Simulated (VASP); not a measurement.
# Be (P4/mmm) in VASP: a series of runs

Be is run at these levels: PBEsol, RPBE; tasks: single point.

Everything below comes from runs of VASP 6.6.1. Logs are shortened: lines on timing, memory, paths and dates and some standing lists are left out, and cuts for length are marked.

## (1) The cell of the first run

Symmetry: P4/mmm, No. 123, tetragonal system. Conventional cell: a = 2.233 Å, b = 2.233 Å, c = 2.066 Å, α = 90.00°, β = 90.00°, γ = 90.00°. Be (site symmetry 4/mmm) has 6 Be at 2.07 to 2.23 Å within 2.7 Å.

## (2) Single point, PBEsol

File INCAR:

```
ALGO = Normal ; EDIFF = 1E-7
ENCUT = 520 ; GGA = PS
ISIF = 2 ; ISMEAR = -1
LASPH = True ; LCHARG = False
LREAL = False ; LWAVE = False
NBANDS = 7 ; NELM = 80
PREC = Accurate ; SIGMA = 0.05
```

File KPOINTS:

```
k-points
0
Gamma
  12 12 13
```

File POSCAR:

```
Be
1.0
    2.2327400000      0.0000000000      0.0000000000
    0.0000000000      2.2327400000      0.0000000000
    0.0000000000      0.0000000000      2.0656500000
Be
1
Direct
    0.5000000000      0.5000000000      0.0000000000
```

Potentials or basis: VASP PAW PBE potentials, release 64 (Be).

The run is started by

```sh
cat potpaw_PBE.64/Be/POTCAR > POTCAR
mpirun -np 1 vasp_std > vasp.out
```

OUTCAR:

```text
EDIFF = 1E-7
   ENCUT = 520
   GGA = PS
   ISIF = 2
   ISMEAR = -1
   LASPH = True
   LREAL = False
   NELM = 80
   PREC = Accurate

 ion  position               nearest neighbor table
   1  0.500  0.500  0.000-

  LATTYP: Found a simple tetragonal cell.
 ALAT       =     2.2327400000
 C/A-ratio  =     0.9251637002

  Lattice vectors:

 A1 = (   2.2327400000,   0.0000000000,   0.0000000000)
 A2 = (   0.0000000000,   2.2327400000,   0.0000000000)
 A3 = (   0.0000000000,   0.0000000000,   2.0656500000)

Analysis of symmetry for initial positions (statically):
=====================================================================
 Subroutine PRICEL returns:
 Original cell was already a primitive cell.

 Routine SETGRP: Setting up the symmetry group for a
 simple tetragonal supercell.

 Subroutine GETGRP returns: Found 16 space group operations
 (whereof 16 operations were pure point group operations)
 out of a pool of 16 trial point group operations.

The static configuration has the point symmetry D_4h.

Analysis of symmetry for dynamics (positions and initial velocities):
=====================================================================
 Subroutine PRICEL returns:
 Original cell was already a primitive cell.

 Routine SETGRP: Setting up the symmetry group for a
 simple tetragonal supercell.

 Subroutine GETGRP returns: Found 16 space group operations
 (whereof 16 operations were pure point group operations)
 out of a pool of 16 trial point group operations.

The dynamic configuration has the point symmetry D_4h.

 Subroutine INISYM returns: Found 16 space group operations
 (whereof 16 operations are pure point group operations),
 and found     1 'primitive' translations

----------------------------------------------------------------------------------------

                                     Primitive cell

  volume of cell :      10.2975

  direct lattice vectors                    reciprocal lattice vectors
     2.232740000  0.000000000  0.000000000     0.447880183  0.000000000  0.000000000
     0.000000000  2.232740000  0.000000000     0.000000000  0.447880183  0.000000000
     0.000000000  0.000000000  2.065650000     0.000000000  0.000000000  0.484109118

  length of vectors
     2.232740000  2.232740000  2.065650000     0.447880183  0.447880183  0.484109118

  position of ions in fractional coordinates (direct lattice)
     0.500000000  0.500000000  0.000000000

  ion indices of the primitive-cell ions
   primitive index   ion index
                 1           1

----------------------------------------------------------------------------------------

 KPOINTS: k-points

Automatic generation of k-mesh.
 Grid dimensions read from file:
 generate k-points for:   12   12   13

 Generating k-lattice:

  Cartesian coordinates                     Fractional coordinates (reciprocal lattice)
     0.037323349  0.000000000  0.000000000     0.083333333  0.000000000  0.000000000
     0.000000000  0.037323349  0.000000000     0.000000000  0.083333333  0.000000000
     0.000000000  0.000000000  0.037239163     0.000000000  0.000000000  0.076923077

  Length of vectors
     0.037323349  0.037323349  0.037239163

  Shift w.r.t. Gamma in fractional coordinates (k-lattice)
     0.000000000  0.000000000  0.000000000

 Subroutine IBZKPT returns following result:
 ===========================================

 Found    196 irreducible k-points:

 Following reciprocal coordinates:
            Coordinates               Weight
  0.000000  0.000000  0.000000      1.000000
  0.083333  0.000000  0.000000      4.000000
  0.166667  0.000000  0.000000      4.000000
  0.250000  0.000000  0.000000      4.000000
  0.333333  0.000000  0.000000      4.000000
  0.416667  0.000000  0.000000      4.000000
[... 16 lines left out ...]
  0.333333  0.333333  0.000000      4.000000
  0.416667  0.333333  0.000000      8.000000
 [... further k-points ...]
   k-points           NKPTS =    196   k-points in BZ     NKDIM =    196   number of bands    NBANDS=      7
   number of dos      NEDOS =    301   number of ions     NIONS =      1
   total plane-waves  NPLWV =   5184
   dimension x,y,z NGX =    18 NGY =   18 NGZ =   16
   dimension x,y,z NGXF=    36 NGYF=   36 NGZF=   32
   ions per type =               1
   NGX,Y,Z   is equivalent  to a cutoff of  13.40, 13.40, 12.88 a.u.
   NGXF,Y,Z  is equivalent  to a cutoff of  26.80, 26.80, 25.75 a.u.
 SYSTEM =  unknown system
   PREC   = accura    normal or accurate (medium, high low for compatibility)
   ISTART =      0    job   : 0-new  1-cont  2-samecut
   ICHARG =      2    charge: 1-file 2-atom 10-const
   ISPIN  =      1    spin polarized calculation?
   LNONCOLLINEAR =      F non collinear calculations
   LSORBIT =      F    spin-orbit coupling
   LASPH  =      T    aspherical Exc in radial PAW
   ENCUT  =  520.0 eV  38.22 Ry    6.18 a.u.   4.15  4.15  3.84*2*pi/ulx,y,z
   NELM   =     80;   NELMIN=  2; NELMDL= -5     # of ELM steps
   EDIFF  = 0.1E-06   stopping-criterion for ELM
   LREAL  =      F    real-space projection
   EDIFFG = 0.1E-05   stopping-criterion for IOM
   NSW    =      0    number of steps for IOM
   IBRION =     -1    ionic relax: 0-MD 1-quasi-New 2-CG
   NFREE  =      0    steps in history (QN), initial steepest desc. (CG)
   ISIF   =      2    stress and relaxation
   ISYM   =      2    0-nonsym 1-usesym 2-fastsym
   POTIM  = 0.5000    time-step for ionic-motion
   TEBEG  =    0.0;   TEEND  =   0.0 temperature during run
   PSTRESS=    0.0 pullay stress
   NELECT =       2.0000    total number of electrons
   NUPDOWN=      -1.0000    fix difference up-down
   EMIN   =  10.00;   EMAX   =-10.00  energy-range for DOS
   EFERMI =   0.00;   METHOD = LEGACY
   ISMEAR =    -1;   SIGMA  =   0.05  broadening in eV -4-tet -1-fermi 0-gaus
   EFERMI_NEDOS =   21; number of points for ismear=-14 and -15
   IALGO  =     38    algorithm
   IMIX   =      4    mixing-type and parameters
     AMIX     =   0.40;   BMIX     =  1.00
     AMIX_MAG =   1.60;   BMIX_MAG =  1.00
  volume/ion in A,a.u.               =      10.30        69.49
  Fermi-wavevector in a.u.,A,eV,Ry     =   0.948070  1.791593 12.229420  0.898837
  Thomas-Fermi vector in A             =   2.076224
   LORBIT       =      0    0 simple, 1 ext, 2 COOP (PROOUT), +10 PAW based schemes
   GGA     = PS    functional components
   LHFCALC =     F    Hartree Fock is set to
   AEXX    =    0.0000 exact exchange contribution
   IVDW    =     0    specifies the selected vdW correction
   LEPSILON=     F    determine dielectric tensor
   LRPA    =     F    only Hartree local field effects (RPA)
 non-spin polarized calculation
  energy-cutoff  :      520.00
  volume of cell :       10.30
 maximum number of plane-waves:       292
 NGX is ok and might be reduce to    18
   NGX =  9   NGY =  9   NGZ =  7

 number of electron       2.0000000 magnetization

 Free energy of the ion-electron system (eV)
  ---------------------------------------------------
  ext. energy  EPLUGINS =         0.00000000
  ---------------------------------------------------
  free energy    TOTEN  =        -2.97493104 eV

  energy without entropy =       -2.97110488  energy(sigma->0) =       -2.97301796

 E-fermi :   4.6565     XC(G=0):  -9.7491

 val. band max:        4.6467175090   @ k =   0.5000   0.0000   0.3846
 cond. band min:       4.7024353808   @ k =   0.5000   0.2500   0.3077
 fundamental gap:      0.0557178718
 Fermi energy:         4.6564806368

 k-point     1 :       0.0000    0.0000    0.0000
  band No.  band energies     occupation
      1      -4.9025      2.00000
      2      16.9864      0.00000
      3      16.9864      0.00000
      4      20.9651      0.00000
      5      22.5921      0.00000
      6      24.7660      0.00000
      7      33.2928      0.00000

 k-point     2 :       0.0833    0.0000    0.0000
  band No.  band energies     occupation
      1      -4.7390      2.00000
      2      15.0780      0.00000
      3      17.1467      0.00000
      4      21.1157      0.00000
      5      23.8102      0.00000
      6      25.9576      0.00000
      7      33.0775      0.00000

 k-point     3 :       0.1667    0.0000    0.0000
  band No.  band energies     occupation
      1      -4.2497      2.00000
      2      11.9364      0.00000
      3      17.6147      0.00000
      4      21.5534      0.00000
      5      24.7086      0.00000
      6      29.6446      0.00000
      7      32.5118      0.00000

 k-point     4 :       0.2500    0.0000    0.0000
  band No.  band energies     occupation
      1      -3.4401      2.00000
      2       8.8732      0.00000
      3      18.3445      0.00000
      4      22.2283      0.00000
      5      25.6619      0.00000
      6      31.6870      0.00000
      7      34.0137      0.00000

 k-point     5 :       0.3333    0.0000    0.0000
  band No.  band energies     occupation
      1      -2.3278      2.00000
      2       6.1095      0.00000
      3      19.2280      0.00000
      4      23.0289      0.00000
      5      26.8528      0.00000
      6      30.9323      0.00000
      7      34.0485      0.00000

 k-point     6 :       0.4167    0.0000    0.0000
  band No.  band energies     occupation
      1      -0.9892      2.00000
      2       3.7708      2.00000
      3      20.0344      0.00000
      4      23.7377      0.00000
      5      28.1640      0.00000
      6      30.2256      0.00000
      7      32.0596      0.00000

 k-point     7 :       0.5000    0.0000    0.0000
  band No.  band energies     occupation
      1      -0.0471      2.00000
      2       2.4942      2.00000
      3      20.3831      0.00000
      4      24.0354      0.00000
      5      29.1371      0.00000
      6      29.5910      0.00000
      7      31.3151      0.00000

 k-point     8 :       0.0833    0.0833    0.0000
  band No.  band energies     occupation
      1      -4.5751      2.00000
      2      14.5799      0.00000
      3      16.0551      0.00000
      4      21.2658      0.00000
      5      25.7378      0.00000
      6      26.2740      0.00000
      7      32.7415      0.00000

 k-point     9 :       0.1667    0.0833    0.0000
  band No.  band energies     occupation
      1      -4.0848      2.00000
      2      11.9237      0.00000
      3      16.1543      0.00000
      4      21.7017      0.00000
      5      26.5812      0.00000
      6      29.8666      0.00000
      7      31.7828      0.00000

 k-point    10 :       0.2500    0.0833    0.0000
  band No.  band energies     occupation
      1      -3.2735      2.00000
      2       8.9503      0.00000
      3      16.8821      0.00000
      4      22.3733      0.00000
      5      27.2867      0.00000
      6      30.4399      0.00000
      7      34.0728      0.00000

 k-point    11 :       0.3333    0.0833    0.0000
  band No.  band energies     occupation
      1      -2.1583      2.00000
      2       6.2194      0.00000
      3      17.8508      0.00000
      4      23.1690      0.00000
      5      27.3804      0.00000
      6      29.7316      0.00000
      7      35.1448      0.00000
[... 51 lines left out ...]
 k-point    17 :       0.4167    0.1667    0.0000
  band No.  band energies     occupation
      1      -0.2886      2.00000
      2       4.2340      1.99957
      3      16.4382      0.00000
      4      22.4941      0.00000
      5      24.2600      0.00000
      6      33.5128      0.00000
      7      35.7559      0.00000

 k-point    18 :       0.5000    0.1667    0.0000
  band No.  band energies     occupation
      1       0.7178      2.00000
      2       2.9173      2.00000
      3      17.0749      0.00000
      4      21.5389      0.00000
      5      24.5464      0.00000
      6      34.2898      0.00000
      7      35.2790      0.00000

 k-point    19 :       0.2500    0.2500    0.0000
  band No.  band energies     occupation
      1      -1.9527      2.00000
      2       8.5182      0.00000
      3      12.8602      0.00000
      4      23.4363      0.00000
      5      24.0760      0.00000
      6      33.5517      0.00000
      7      36.9801      0.00000

 k-point    20 :       0.3333    0.2500    0.0000
  band No.  band energies     occupation
      1      -0.8211      2.00000
      2       6.7976      0.00000
      3      13.0060      0.00000
      4      21.3034      0.00000
      5      24.1903      0.00000
      6      34.9156      0.00000
      7      38.3595      0.00000

 k-point    21 :       0.4167    0.2500    0.0000
  band No.  band energies     occupation
      1       0.5645      2.00000
      2       4.7519      0.25852
      3      14.0223      0.00000
      4      18.9747      0.00000
      5      24.8468      0.00000
      6      35.8844      0.00000
      7      38.2626      0.00000

 k-point    22 :       0.5000    0.2500    0.0000
  band No.  band energies     occupation
      1       1.6488      2.00000
      2       3.4175      2.00000
      3      14.8066      0.00000
      4      17.7779      0.00000
      5      25.1185      0.00000
      6      36.3155      0.00000
      7      37.9844      0.00000

 k-point    23 :       0.3333    0.3333    0.0000
  band No.  band energies     occupation
      1       0.3160      2.00000
      2       6.5225      0.00000
      3      11.7515      0.00000
      4      18.3796      0.00000
      5      24.9060      0.00000
      6      36.3562      0.00000
      7      39.8388      0.00000

 k-point    24 :       0.4167    0.3333    0.0000
  band No.  band energies     occupation
      1       1.7061      2.00000
      2       5.2708      0.00001
      3      12.0463      0.00000
      4      15.9265      0.00000
      5      25.5211      0.00000
      6      37.2050      0.00000
      7      39.8529      0.00000

 [... further k-points ...]
[... 5 lines left out ...]
  --------------------------------------------------------------------------------------
  -------------------------------------------------------------------------------------
  Total       -0.0094706     -0.0094706     -0.0677722      0.0000000     -0.0000000     -0.0000000
  in kB       -1.4735158     -1.4735158    -10.5445758      0.0000000     -0.0000000     -0.0000000
  external PRESSURE =      -4.4972024 kB  Pullay stress =       0.0000000 kB

 VOLUME and BASIS-vectors are now :
 -----------------------------------------------------------------------------
  energy-cutoff  :      520.00
  volume of cell :       10.30
      direct lattice vectors                 reciprocal lattice vectors
     2.232740000  0.000000000  0.000000000     0.447880183  0.000000000  0.000000000
     0.000000000  2.232740000  0.000000000     0.000000000  0.447880183  0.000000000
     0.000000000  0.000000000  2.065650000     0.000000000  0.000000000  0.484109118

 POSITION                                       TOTAL-FORCE (eV/Angst)
 -----------------------------------------------------------------------------------
      1.11637      1.11637      0.00000         0.000000      0.000000      0.000000
 -----------------------------------------------------------------------------------
    total drift:                               -0.000000     -0.000000     -0.000000

  FREE ENERGIE OF THE ION-ELECTRON SYSTEM (eV)
  ---------------------------------------------------
  free  energy   TOTEN  =        -2.9749310409 eV

  energy  without entropy=       -2.9711048838  energy(sigma->0) =       -2.97301796
```

It took 12 s on 1 thread of Intel Xeon 8259CL, shared host; peak memory 0.12 GiB.

What came out:

```yaml
Free_energy: -2.9749 eV
Pressure: -0.4 GPa
Band_gap_on_the_k_mesh: zero (band 1 reaches 9.29 eV, above the bottom of band 2 at 2.49 eV)
```

Caveat: the PAW data sets were made with another functional, which shifts forces and pressure a little.

## (3) Single point, RPBE

File INCAR:

```
SYSTEM = Be
  PREC = Accurate
  ENCUT = 520
  EDIFF = 1E-7
  ISMEAR = -1
  SIGMA = 0.05
  LREAL = .False.
  LASPH = .True.
  NELM = 80
  ALGO = Normal
  ISIF = 2
  LWAVE = .False.
  LCHARG = .False.
  GGA = RP
  NBANDS = 7
```

File KPOINTS:

```
regular mesh
0
Gamma
  12 12 13
  0 0 0
```

POSCAR is that of step 2.

Potentials or basis: VASP PAW PBE potentials, release 64 (Be).

The run is started by

```sh
cat potpaw_PBE.64/Be/POTCAR > POTCAR
mpirun -np 1 vasp_std > vasp.out
```

Wall time 10 s (1 thread of Intel Xeon 8259CL, shared host); peak memory 0.12 GiB.

The run converged. Its results:

* Free energy: -2.5357 eV
* Pressure: 2.1 GPa
* Band gap on the k mesh: zero (band 1 reaches 9.44 eV, above the bottom of band 2 at 2.53 eV)

Stress tensor (GPa, compression positive):
```
2.23 0.00 0.00
0.00 2.23 0.00
0.00 0.00 1.74
```

Levels at points of the mesh, in eV from the Fermi level:
```csv
k point,band 1,band 2,band 3,band 4,band 5
"(0.00, 0.00, 0.00)",-9.61,12.43,12.43,16.42,17.84
"(0.50, 0.00, 0.00)",-4.69,-2.22,15.87,19.53,24.54
"(0.50, 0.50, 0.00)",0.29,0.29,6.15,6.16,22.08
```

Caveat: the PAW data sets were made with another functional, which shifts forces and pressure a little.
